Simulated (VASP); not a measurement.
Input of a VASP 6.6.1 run:

Contents of POSCAR:

```
Rh
1.0
   11.5000000000      0.0000000000      0.0000000000
    0.0000000000      9.3000000000      0.0000000000
    0.0000000000      0.0000000000      4.7252912111
Rh
4
Direct
    0.3986661642      0.5000000000      0.0000000000
    0.3986661642      0.5000000000      0.5000000000
    0.6013338358      0.5000000000      0.0000000000
    0.6013338358      0.5000000000      0.5000000000
```

INCAR.step1

```
PREC = Accurate
ENCUT = 440
ISMEAR = 0
SIGMA = 0.05
LREAL = False
LASPH = True
NELM = 200
ISPIN = 2
MAGMOM = 1.5 1.5 1.5 1.5
LMAXMIX = 4
NBANDS = 42
GGA = PE
ALGO = Normal
EDIFF = 1E-5
LWAVE = True
LCHARG = False
GGA_COMPAT = False
```

File INCAR.step2:

```
PREC = Accurate
ENCUT = 440
EDIFF = 1E-6
ISMEAR = 0
SIGMA = 0.05
LREAL = False
LASPH = True
NELM = 200
ALGO = Normal
ISIF = 2
LWAVE = False
LCHARG = False
ISPIN = 2
MAGMOM = 1.5 1.5 1.5 1.5
LORBIT = 11
LMAXMIX = 4
METAGGA = R2SCAN
LMIXTAU = True
NBANDS = 42
ISTART = 1
GGA_COMPAT = False
```

Contents of KPOINTS:

```
Automatic mesh
0
Gamma
  1 1 13
```

Potentials or basis: VASP PAW PBE potentials, release 64 (Rh_pv).

The run is started by

```console
$ cat potpaw_PBE.64/Rh_pv/POTCAR > POTCAR
$ cp INCAR.step1 INCAR
$ mpirun -np 1 vasp_std > vasp.out
$ cp INCAR.step2 INCAR
$ mpirun -np 1 vasp_std > vasp.out
```

Problem. Predict the net moment.

Solution. 3.19 μB per cell.

Problem. Predict the largest force.

Solution. 0.063 eV/Å.

Problem. What does it give for the site moments?

Solution. Rh +0.74 μB.

Forces in eV/Å, atoms in the order of the input:
```
Rh  -0.063  0.000  0.000
Rh  -0.063  0.000  0.000
Rh   0.063  0.000  0.000
Rh   0.063  0.000  0.000
```

Caveat: the PAW data sets were made with another functional, which shifts forces and pressure a little.
